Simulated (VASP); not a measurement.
SrPrI: single point with PBE

Crystal: SrPrI.

```xyz
3
Lattice="4.5290 0.0000 0.0000 0.0000 4.5290 0.0000 0.0000 0.0000 5.9348" Properties=species:S:1:pos:R:3 pbc="T T T"
Sr    2.2645    2.2645    0.0000
Pr    2.2645    2.2645    2.9674
I     0.0000    0.0000    0.0000
```

The cell was generated, and may not be a known phase.

```
Program                : VASP 6.6.1
Task                   : single point
Functional             : PBE
Potentials or basis    : VASP PAW PBE potentials, release 64 (Sr_sv, Pr_3, I), 4f in core
Cutoff                 : 500 eV
k mesh                 : 4 × 4 × 4
Occupations            : gaussian, width 0.1 eV
Spin                   : no spin polarisation
Dipole correction      : no
Further INCAR settings : ALGO = Normal; EDIFF = 1e-06; NBANDS = 21
```

| Quantity | Value |
| --- | --- |
| Pressure | 2.8 GPa |
| Band gap on the k mesh | zero (bands 14 and 15 overlap by 1.33 eV) |

Stress tensor (GPa, compression positive):
```
-0.78  0.00  0.00
 0.00 -0.78  0.00
 0.00  0.00  9.88
```

Levels at points of the mesh, in eV from the Fermi level:
| k point | band 11 | band 12 | band 13 | band 14 | band 15 | band 16 | band 17 | band 18 |
| --- | --- | --- | --- | --- | --- | --- | --- | --- |
| (0.00, 0.00, 0.00) | -3.88 | -3.88 | -1.96 | -0.81 | -0.70 | -0.10 | -0.10 | 1.39 |
| (0.50, 0.00, 0.00) | -4.54 | -4.41 | -0.84 | -0.07 | 0.13 | 0.14 | 0.79 | 1.62 |
| (0.50, 0.50, 0.00) | -4.71 | -3.84 | -1.23 | -1.23 | -0.91 | -0.08 | 2.16 | 2.78 |
| (0.00, 0.00, 0.50) | -3.89 | -3.89 | -0.11 | -0.05 | 0.10 | 0.92 | 1.47 | 1.47 |
| (0.50, 0.00, 0.50) | -4.51 | -4.42 | -0.80 | 0.00 | 1.29 | 1.31 | 1.79 | 2.01 |
| (0.50, 0.50, 0.50) | -4.75 | -4.16 | 0.25 | 0.25 | 0.85 | 0.85 | 0.92 | 2.08 |

Wall time 60 s on 1 thread of Intel(R) Xeon(R) Platinum 8488C (Sapphire Rapids) (shared host), peak memory 0.26 GiB.

Caveat: the stress differs along the axes, from -1 to 10 GPa; spin-orbit coupling is left out, which moves the levels of the heavy elements; the 4f electrons are frozen in the core, so they carry no moment and show no levels; the run has no spin polarisation, though such a crystal can be magnetic. Spin polarisation is off, so any magnetic state and its effect on volume and gap are missing.
